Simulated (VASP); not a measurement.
Wanted: the native input for a VASP 6.6.1 run.

```
Task                               : single point
Functional                         : HSE06
Potentials or basis                : VASP PAW PBE potentials, release 64 (Li_sv, Cl)
Cutoff                             : 520 eV
k mesh                             : 6 × 6 × 6
Occupations                        : gaussian, width 0.01 eV
Spin                               : no spin polarisation
Dipole correction                  : no
Grid for exact exchange (PRECFOCK) : Normal
Further INCAR settings             : ALGO = Normal; EDIFF = 1e-07; NBANDS = 12
Screening parameter                : 0.2079 1/Å
```

Crystal: LiCl.

```
Li Cl
1.0
     0.05606    2.61210    2.61210
     2.61210    0.05606    2.61210
     2.61210    2.61210    0.05606
Li Cl
1 1
Direct
  0.00000 0.00000 0.00000
  0.50000 0.50000 0.50000
```

This cell differs from its parent crystal: strain along [111] +3.3%.

The input as run:

POSCAR

```
LiCl
1.0
    0.0560624114      2.6120994039      2.6120994039
    2.6120994039      0.0560624114      2.6120994039
    2.6120994039      2.6120994039      0.0560624114
Li Cl
1 1
Direct
    0.0000000000      0.0000000000      0.0000000000
    0.5000000000      0.5000000000      0.5000000000
```

INCAR.step1

```
PREC     = Accurate       # precision mode
ENCUT    = 520            # plane-wave cutoff, eV
EDIFF    = 1E-5           # SCF threshold, eV
ISMEAR   = 0              # smearing method
SIGMA    = 0.01           # smearing width, eV
LREAL    = False          # projectors in reciprocal space
LASPH    = True           # aspherical terms in the spheres
NELM     = 60             # most SCF steps
ALGO     = Normal         # electronic algorithm
ISIF     = 2              # what is computed and relaxed
LWAVE    = True           # write WAVECAR
LCHARG   = False          # write CHGCAR
NBANDS   = 12             # bands
GGA      = PE             # functional
```

INCAR.step2

```
PREC     = Accurate       # precision mode
ENCUT    = 520            # plane-wave cutoff, eV
EDIFF    = 1E-7           # SCF threshold, eV
ISMEAR   = 0              # smearing method
SIGMA    = 0.01           # smearing width, eV
LREAL    = False          # projectors in reciprocal space
LASPH    = True           # aspherical terms in the spheres
NELM     = 60             # most SCF steps
ALGO     = Normal         # electronic algorithm
ISIF     = 2              # what is computed and relaxed
LWAVE    = False          # write WAVECAR
LCHARG   = False          # write CHGCAR
GGA      = PE             # functional
LHFCALC  = True           # exact exchange
HFSCREEN = 0.2079         # screening, 1/A
PRECFOCK = Normal       
NBANDS   = 12             # bands
ISTART   = 1
```

KPOINTS

```
regular mesh
0
Gamma
  6 6 6
```

Potentials or basis: VASP PAW PBE potentials, release 64 (Li_sv, Cl).

Launch:

```bash
$ cat potpaw_PBE.64/Li_sv/POTCAR potpaw_PBE.64/Cl/POTCAR > POTCAR
$ cp INCAR.step1 INCAR
$ mpirun -np 1 vasp_std > vasp.out
$ cp INCAR.step2 INCAR
$ mpirun -np 1 vasp_std > vasp.out
```

Results of the run:

- Band gap on the k mesh: 7.52 eV, direct

Caveat: the cell differs from its parent crystal (strain along [111] +3.3%).

It took 28 min on 1 thread of AMD EPYC 7R43 64-Core Processor (Zen 3) (shared host), peak memory 0.23 GiB.
